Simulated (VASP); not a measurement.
# Ba5Sr3Ti8O24 in VASP: settings compared

The runs below take Ba5Sr3Ti8O24 through single point, with PBEsol, r2SCAN.

Program: VASP 6.6.1. These are calculated values, not measurements. Logs are shortened: lines on timing, memory, paths and dates and some standing lists are left out, and cuts for length are marked.

### Step 1. The cell of the first run

The typed cell holds 40 atoms: a = 7.905 Å, b = 7.905 Å, c = 7.905 Å, α = 90.00°, β = 90.00°, γ = 90.00°.

### Step 2. Single point, PBEsol

The input, INCAR:

```
PREC     = Accurate       # precision mode
ENCUT    = 520            # plane-wave cutoff, eV
EDIFF    = 1E-7           # SCF threshold, eV
ISMEAR   = -1             # smearing method
SIGMA    = 0.05           # smearing width, eV
LREAL    = Auto         
LASPH    = True           # aspherical terms in the spheres
NELM     = 60             # most SCF steps
ALGO     = Normal         # electronic algorithm
ISIF     = 2              # what is computed and relaxed
LWAVE    = False          # write WAVECAR
LCHARG   = True           # write CHGCAR
GGA      = PS             # functional
LELF     = True           # ELF
LVHAR    = True         
ISYM     = 0            
NBANDS   = 186            # bands
```

The input, KPOINTS:

```
Automatic mesh
0
Gamma
  1 1 1
  0.25 0.25 0.25
```

The input, POSCAR:

```
Ba5Sr3Ti8O24
1.0
    7.9046301601      0.0000000000      0.0000000000
    0.0000000000      7.9046301601      0.0000000000
    0.0000000000      0.0000000000      7.9046301601
Ba Sr Ti O
5 3 8 24
Direct
    0.9967230000      0.9963830000      0.9976050000
    0.9966360000      0.9964270000      0.4974780000
    0.9968740000      0.4967480000      0.9977990000
    0.9967350000      0.4965460000      0.4974380000
    0.4973460000      0.9965770000      0.4976440000
    0.4946690000      0.9930550000      0.9946240000
    0.4947930000      0.4938170000      0.9948700000
    0.4946580000      0.4935700000      0.4941020000
    0.2461580000      0.2427850000      0.2414860000
    0.2456580000      0.2429750000      0.7440290000
    0.2464200000      0.7408330000      0.2418860000
    0.2461490000      0.7404360000      0.7438430000
    0.7389340000      0.2435400000      0.2418480000
    0.7388230000      0.2435820000      0.7446250000
    0.7389110000      0.7411510000      0.2422030000
    0.7389320000      0.7407930000      0.7445980000
    0.2600150000      0.2539990000      0.0043920000
    0.2575430000      0.2554410000      0.5052380000
    0.2593530000      0.7514950000      0.0044890000
    0.2573280000      0.7484990000      0.5051320000
    0.7462460000      0.2539280000      0.0045310000
    0.7477130000      0.2548200000      0.5053820000
    0.7471380000      0.7517900000      0.0046730000
    0.7479580000      0.7495180000      0.5054740000
    0.0056020000      0.2523230000      0.2516020000
    0.0054380000      0.2524930000      0.7535540000
    0.0056580000      0.7509060000      0.2520010000
    0.0055910000      0.7505600000      0.7533610000
    0.5032440000      0.2569070000      0.2529940000
    0.5031510000      0.2553790000      0.7563840000
    0.5032100000      0.7503450000      0.2513650000
    0.5032450000      0.7519130000      0.7580160000
    0.2573020000      0.0040570000      0.2495710000
    0.2575540000      0.0041960000      0.7564900000
    0.2593970000      0.5034290000      0.2525270000
    0.2599850000      0.5033430000      0.7550860000
    0.7479910000      0.0044100000      0.2505850000
    0.7477000000      0.0043280000      0.7558860000
    0.7470990000      0.5036070000      0.2528410000
    0.7462680000      0.5034710000      0.7550030000
```

Potentials or basis: VASP PAW PBE potentials, release 64 (Ba_sv, Sr_sv, Ti_sv, O).

Run with:

```console
$ cat potpaw_PBE.64/Ba_sv/POTCAR potpaw_PBE.64/Sr_sv/POTCAR potpaw_PBE.64/Ti_sv/POTCAR potpaw_PBE.64/O/POTCAR > POTCAR
$ mpirun -np 1 vasp_std > vasp.out
```

OUTCAR:

```text
PREC = Accurate
   ENCUT = 520
   EDIFF = 1E-7
   ISMEAR = -1
   LREAL = Auto
   LASPH = True
   NELM = 60
   ISIF = 2
   GGA = PS
   ISYM = 0

 ion  position               nearest neighbor table
   1  0.997  0.996  0.998-  28 2.74  38 2.74  23 2.76  27 2.80  26 2.80  37 2.81  34 2.81  19 2.84
                            21 2.84  25 2.85  33 2.87  17 2.91   9 3.38  10 3.42  13 3.42  11 3.42
   2  0.997  0.996  0.497-  27 2.75  37 2.77  24 2.77  28 2.81  25 2.81  22 2.84  38 2.84  33 2.84
                            20 2.84  26 2.86  18 2.91  34 2.91  10 3.39  12 3.43   9 3.43  14 3.43
   3  0.997  0.497  0.998-  26 2.73  40 2.76  21 2.76  25 2.79  28 2.79  23 2.82  39 2.82  36 2.83
                            17 2.83  27 2.84  19 2.89  35 2.89  11 3.37  15 3.41  12 3.41   9 3.41
   4  0.997  0.497  0.497-  25 2.74  22 2.74  39 2.76  27 2.79  26 2.80  24 2.81  18 2.81  35 2.84
                            40 2.84  28 2.85  20 2.87  36 2.91  12 3.38  10 3.42  16 3.42  11 3.42
   5  0.497  0.997  0.498-  20 2.73  33 2.73  31 2.75  24 2.78  37 2.78  34 2.79  18 2.79  29 2.82
                            32 2.82  38 2.84  22 2.84  30 2.89  14 3.36  10 3.40  16 3.40  13 3.40
   6  0.495  0.993  0.995-  34 2.66  19 2.67  32 2.67  38 2.75  33 2.75  23 2.76  17 2.78  31 2.79
                            30 2.80  37 2.85  21 2.87  29 2.92  13 3.39  15 3.39  14 3.40   9 3.40
   7  0.495  0.494  0.995-  36 2.65  17 2.65  30 2.67  21 2.75  40 2.75  35 2.76  19 2.76  32 2.77
                            29 2.77  39 2.85  23 2.85  31 2.87  15 3.37  16 3.38  13 3.38  11 3.39
   8  0.495  0.494  0.494-  18 2.66  35 2.67  29 2.67  22 2.75  20 2.75  39 2.76  36 2.78  31 2.79
                            30 2.80  24 2.85  40 2.87  32 2.92  16 3.39  15 3.39  14 3.40  12 3.40
   9  0.246  0.243  0.241-  17 1.88  33 1.89  25 1.90  29 2.04  35 2.06  18 2.09   1 3.38   6 3.40
[... 37 lines left out ...]
  39  0.747  0.504  0.253-  15 1.88  13 2.06   8 2.76   4 2.76   3 2.82   7 2.85
  40  0.746  0.503  0.755-  16 1.88  14 2.06   7 2.75   3 2.76   4 2.84   8 2.87

IMPORTANT INFORMATION: All symmetrisations will be switched off!
NOSYMM: (Re-)initialisation of all symmetry stuff for point group C_1.

----------------------------------------------------------------------------------------

                                     Primitive cell

  volume of cell :     493.9064

  direct lattice vectors                    reciprocal lattice vectors
     7.904630160  0.000000000  0.000000000     0.126508133  0.000000000  0.000000000
     0.000000000  7.904630160  0.000000000     0.000000000  0.126508133  0.000000000
     0.000000000  0.000000000  7.904630160     0.000000000  0.000000000  0.126508133

  length of vectors
     7.904630160  7.904630160  7.904630160     0.126508133  0.126508133  0.126508133

  position of ions in fractional coordinates (direct lattice)
     0.996723000  0.996383000  0.997605000
     0.996636000  0.996427000  0.497478000
     0.996874000  0.496748000  0.997799000
[... 145 lines left out ...]
   EFERMI =   0.00;   METHOD = LEGACY
   ISMEAR =    -1;   SIGMA  =   0.05  broadening in eV -4-tet -1-fermi 0-gaus
   EFERMI_NEDOS =   21; number of points for ismear=-14 and -15
   IALGO  =     38    algorithm
   IMIX   =      4    mixing-type and parameters
     AMIX     =   0.40;   BMIX     =  1.00
     AMIX_MAG =   1.60;   BMIX_MAG =  1.00
  volume/ion in A,a.u.               =      12.35        83.33
  Fermi-wavevector in a.u.,A,eV,Ry     =   1.416587  2.676961 27.303068  2.006719
  Thomas-Fermi vector in A             =   2.537906
   LORBIT       =      0    0 simple, 1 ext, 2 COOP (PROOUT), +10 PAW based schemes
   GGA     = PS    functional components
   LHFCALC =     F    Hartree Fock is set to
   AEXX    =    0.0000 exact exchange contribution
   IVDW    =     0    specifies the selected vdW correction
   LEPSILON=     F    determine dielectric tensor
   LRPA    =     F    only Hartree local field effects (RPA)
 non-spin polarized calculation
  energy-cutoff  :      520.00
  volume of cell :      493.91
 maximum number of plane-waves:     13286
 NGX is ok and might be reduce to    60
   NGX = 29   NGY = 29   NGZ = 29

 number of electron     320.0000008 magnetization

 Free energy of the ion-electron system (eV)
  ---------------------------------------------------
  ext. energy  EPLUGINS =         0.00000000
  ---------------------------------------------------
  free energy    TOTEN  =      -335.98943921 eV

  energy without entropy =     -335.98943921  energy(sigma->0) =     -335.98943921

 E-fermi :   4.9040     XC(G=0): -11.5721

 val. band max:        3.6800560009   @ k =   0.2500   0.2500   0.2500
 cond. band min:       6.3486975312   @ k =  -0.2500   0.2500   0.2500
 fundamental gap:      2.6686415303
 Fermi energy:         4.9039602260

 k-point     1 :       0.2500    0.2500    0.2500
  band No.  band energies     occupation
      1     -52.2086      2.00000
      2     -52.2079      2.00000
      3     -52.2073      2.00000
      4     -52.2069      2.00000
      5     -52.2061      2.00000
      6     -52.2061      2.00000
[... 689 lines left out ...]
    171       7.5102      0.00000
    172       7.5153      0.00000
 [bands above 172 left out]

------------------------ aborting loop because EDIFF is reached ----------------------------------------

  FORCE on cell =-STRESS in cart. coord.  units (eV):
  Direction    XX          YY          ZZ          XY          YZ          ZX
  --------------------------------------------------------------------------------------
  -------------------------------------------------------------------------------------
  Total        4.9035609      5.1186028      5.1535649      0.7300642      0.7107891      0.7371162
  in kB       15.9066048     16.6041768     16.7175898      2.3682469      2.3057205      2.3911226
  external PRESSURE =      16.4094571 kB  Pullay stress =       0.0000000 kB

 VOLUME and BASIS-vectors are now :
 -----------------------------------------------------------------------------
  energy-cutoff  :      520.00
  volume of cell :      493.91
      direct lattice vectors                 reciprocal lattice vectors
     7.904630160  0.000000000  0.000000000     0.126508133  0.000000000  0.000000000
     0.000000000  7.904630160  0.000000000     0.000000000  0.126508133  0.000000000
     0.000000000  0.000000000  7.904630160     0.000000000  0.000000000  0.126508133

 POSITION                                       TOTAL-FORCE (eV/Angst)
 -----------------------------------------------------------------------------------
      7.87873      7.87604      7.88570         0.035773      0.035080      0.035138
      7.87804      7.87639      3.93238         0.035638      0.034117      0.033039
      7.87992      3.92661      7.88723         0.035153      0.035016      0.034606
      7.87882      3.92501      3.93206         0.034674      0.036412      0.033691
      3.93134      7.87757      3.93369         0.035750      0.036601      0.035314
      3.91018      7.84973      7.86213         0.023420      0.019518      0.018984
[... 32 lines left out ...]
      5.90554      3.98083      1.99861        -0.073504     -0.066020     -0.028762
      5.89897      3.97975      5.96802        -0.070233     -0.064302     -0.031804
 -----------------------------------------------------------------------------------
    total drift:                               -0.037501     -0.034084      0.004738

  FREE ENERGIE OF THE ION-ELECTRON SYSTEM (eV)
  ---------------------------------------------------
  free  energy   TOTEN  =      -335.9894392113 eV

  energy  without entropy=     -335.9894392112  energy(sigma->0) =     -335.98943921
```

Wall time 11 min (1 thread of Intel Xeon Platinum 8375C at 2.90GHz (Ice Lake), shared host); peak memory 0.64 GiB.

Results:

| Item | Value |
| --- | --- |
| Free energy | -335.9894 eV |
| Pressure | 1.6 GPa |
| Largest force | 0.185 eV/Å |
| Band gap on the k mesh | 2.67 eV, indirect (least direct gap 2.69 eV) |

Forces in eV/Å, atoms in the order of the input:
```
Ba   0.036  0.035  0.035
Ba   0.036  0.034  0.033
Ba   0.035  0.035  0.035
Ba   0.035  0.036  0.034
Ba   0.036  0.037  0.035
Sr   0.023  0.020  0.019
Sr   0.022  0.021  0.020
Sr   0.023  0.019  0.019
Ti   0.097  0.106  0.098
Ti   0.104  0.108  0.109
Ti   0.096  0.097  0.100
Ti   0.105  0.093  0.099
Ti   0.081  0.097  0.088
Ti   0.088  0.104  0.104
Ti   0.072  0.089  0.092
Ti   0.083  0.085  0.103
O    0.011 -0.040 -0.059
O   -0.011 -0.010 -0.056
O    0.014 -0.033 -0.058
O   -0.020 -0.063 -0.046
O   -0.070 -0.033 -0.064
O   -0.057 -0.015 -0.056
O   -0.077 -0.028 -0.069
O   -0.049 -0.053 -0.065
O   -0.049 -0.042 -0.037
O   -0.046 -0.043 -0.042
O   -0.049 -0.036 -0.036
O   -0.049 -0.038 -0.041
O   -0.068 -0.002 -0.048
O   -0.064 -0.014 -0.011
O   -0.061 -0.052 -0.053
O   -0.068 -0.046 -0.003
O   -0.022 -0.044 -0.066
O   -0.012 -0.057 -0.010
O    0.013 -0.058 -0.033
O    0.011 -0.061 -0.039
O   -0.048 -0.063 -0.054
O   -0.057 -0.055 -0.016
O   -0.074 -0.066 -0.029
O   -0.070 -0.064 -0.032
```

Stress tensor (GPa, compression positive):
```
1.59 0.24 0.24
0.24 1.66 0.23
0.24 0.23 1.67
```

Caveat: the k points lie up to 0.79 Å⁻¹ apart; the PAW data sets were made with another functional, which shifts forces and pressure a little; spin-orbit coupling is left out, which moves the levels of the heavy elements. A k mesh can miss the band edges.

(Part 1 of 2 ends here.)
